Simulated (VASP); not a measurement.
A run of VASP 6.6.1 is set up as follows.

Contents of INCAR:

```
  ALGO = Normal
  EDIFF = 1E-6
  ENCUT = 520
  GGA = PE
  ISIF = 2
  ISMEAR = 0
  ISPIN = 2
  LASPH = True
  LCHARG = True
  LELF = True
  LORBIT = 11
  LREAL = False
  LVHAR = True
  LWAVE = False
  MAGMOM = 0 1 1 1 1
  NBANDS = 22
  NELM = 150
  PREC = Accurate
  SIGMA = 0.1
```

Contents of KPOINTS:

```
k-points
0
Gamma
  6 6 2
```

POSCAR

```
PC4
1.0
    2.4691323841      0.0000000000      0.0000000000
   -1.2345661920      2.1383313699      0.0000000000
    0.0000000000      0.0000000000     11.8233770477
P C
1 4
Direct
    0.0000000000      0.0000000000      0.0000000000
    0.3333333333      0.6666666667      0.6508901394
    0.3333333333      0.6666666667      0.3491098606
    0.6666666667      0.3333333333      0.3491098606
    0.6666666667      0.3333333333      0.6508901394
```

Potentials or basis: VASP PAW PBE potentials, release 64 (P, C).

The run is started by

```console
$ cat potpaw_PBE.64/P/POTCAR potpaw_PBE.64/C/POTCAR > POTCAR
$ mpirun -np 1 vasp_std > vasp.out
```

**Question.** Predict the site moments.

**Answer.** P +0.27; C +0.00 μB.

**Question.** Estimate the net moment.

**Answer.** 0.57 μB per cell.

**Question.** What does it give for the pressure?

**Answer.** 0.1 GPa.

Stress tensor (GPa, compression positive):
```
-0.10  0.00  0.00
 0.00 -0.10  0.00
 0.00  0.00  0.35
```

Caveat: the k points lie up to 0.49 Å⁻¹ apart; this functional lacks dispersion, which binds the layers, so the pressure and a relaxed spacing across them are unreliable.
